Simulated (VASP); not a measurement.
Wanted: the native input for a VASP 6.6.1 run.

```
Task                   : single point
Functional             : PBE
Potentials or basis    : VASP PAW PBE potentials, release 64 (Mg, O, H)
Cutoff                 : 520 eV
k mesh                 : 1 × 1 × 7
Occupations            : gaussian, width 0.05 eV
Spin                   : no spin polarisation
Dipole correction      : no
Further INCAR settings : LREAL = Auto; ALGO = Normal; EDIFF = 1e-07; NBANDS = 52
```

The structure of Mg3H8O3 lies in POSCAR:

```
Mg3H8O3
1.0
   16.8000000000      0.0000000000      0.0000000000
    0.0000000000     15.7000000000      0.0000000000
    0.0000000000      0.0000000000      5.1630760702
Mg O H
6 6 16
Direct
    0.5104625184      0.3709415497      0.0103358408
    0.4006570485      0.5738744983      0.0101777212
    0.5688881076      0.5426501155     -0.0089182483
    0.4311118924      0.4573498845      0.4910817517
    0.5993429515      0.4261255017      0.5101777212
    0.4895374816      0.6290584503      0.5103358408
    0.4428312279      0.3466964729      0.3115982994
    0.3472434654      0.5231241811      0.3111421618
    0.5338386106      0.5210560564      0.3583359189
    0.4661613894      0.4789439436      0.8583359189
    0.6527565346      0.4768758189      0.8111421618
    0.5571687721      0.6533035271      0.8115982994
    0.3466497312      0.2832742409      0.9262336809
    0.5487777244      0.3300635876      0.6991223654
    0.2482488210      0.4648347741      0.9258707988
    0.3864933500      0.6296580971      0.6988540737
    0.6135066500      0.3703419029      0.1988540737
    0.7517511790      0.5351652259      0.4258707988
    0.4512222756      0.6699364124      0.1991223654
    0.6533502688      0.7167257591      0.4262336809
    0.3405304660      0.2726638262      0.7853054153
    0.4655160419      0.3047224798      0.4286953174
    0.2363765453      0.4644971164      0.7851591540
    0.3242854769      0.5649970606      0.4279767870
    0.6757145231      0.4350029394      0.9279767870
    0.7636234547      0.5355028836      1.2851591540
    0.5344839581      0.6952775202      0.9286953174
    0.6594695340      0.7273361738      1.2853054153
```

The input as run:

INCAR

```
SYSTEM = Mg3H8O3
ALGO = Normal
EDIFF = 1E-7
ENCUT = 520
GGA = PE
ISIF = 2
ISMEAR = 0
LASPH = .TRUE.
LCHARG = .FALSE.
LREAL = Auto
LWAVE = .FALSE.
NBANDS = 52
NELM = 80
PREC = Accurate
SIGMA = 0.05
```

KPOINTS

```
k-points
0
G
  1 1 7
  0 0 0
```

Potentials or basis: VASP PAW PBE potentials, release 64 (Mg, O, H).

Launch:

```bash
$ cat potpaw_PBE.64/Mg/POTCAR potpaw_PBE.64/O/POTCAR potpaw_PBE.64/H/POTCAR > POTCAR
$ mpirun -np 1 vasp_std > vasp.out
```

It gave:

| Property | Result |
| --- | --- |
| Largest force | 0.116 eV/Å |
| Band gap on the k mesh | 4.69 eV (least direct gap 4.75 eV) |

Wall time 29 min on 1 thread of Intel Xeon 8259CL, on a shared host, peak memory 1.2 GiB.
